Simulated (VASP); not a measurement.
C:

```
C
1.0
     0.00000    1.78632    1.78632
     1.78632    0.00000    1.78632
     1.78632    1.78632    0.00000
C
2
Direct
  0.87500 0.87500 0.87500
  0.12500 0.12500 0.12500
```

| Property | Result |
| --- | --- |
| Program | VASP 6.6.1 |
| Task | relaxation of cell and atoms |
| Functional | LDA |
| Potentials or basis | VASP PAW LDA potentials, release 64 (C) |
| Cutoff | 600 eV |
| k mesh | 16 × 16 × 16 |
| Occupations | fermi-dirac, width 0.02 eV |
| Spin | no spin polarisation |

At the start: pressure -14.4 GPa; volume 5.70 Å³/atom.

**Question.** Where does the relaxation end?

**Answer.** Over 6 steps the energy falls by 8.5 meV/atom and the volume is 5.52 Å³/atom (-3.2 %); space group Fd-3m (No. 227, to 0.1 Å) before and after.

The path:
```tsv
step	energy change (eV)	largest force (eV/Å)	pressure (GPa)	volume (Å³)
1	0.0000	0.0000	-14.44	11.40
2	0.0123	0.0000	21.30	10.57
3	-0.0171	0.0000	-0.15	11.03
4	-0.0171	0.0000	0.15	11.03
5	-0.0171	0.0000	-0.16	11.03
6	-0.0171	0.0000	-0.03	11.03
```

Final structure:
```
CELL_PARAMETERS angstrom
0.00000 1.76681 1.76681
1.76681 0.00000 1.76681
1.76681 1.76681 0.00000
ATOMIC_POSITIONS crystal
C 0.87500 0.87500 0.87500
C 0.12500 0.12500 0.12500
```
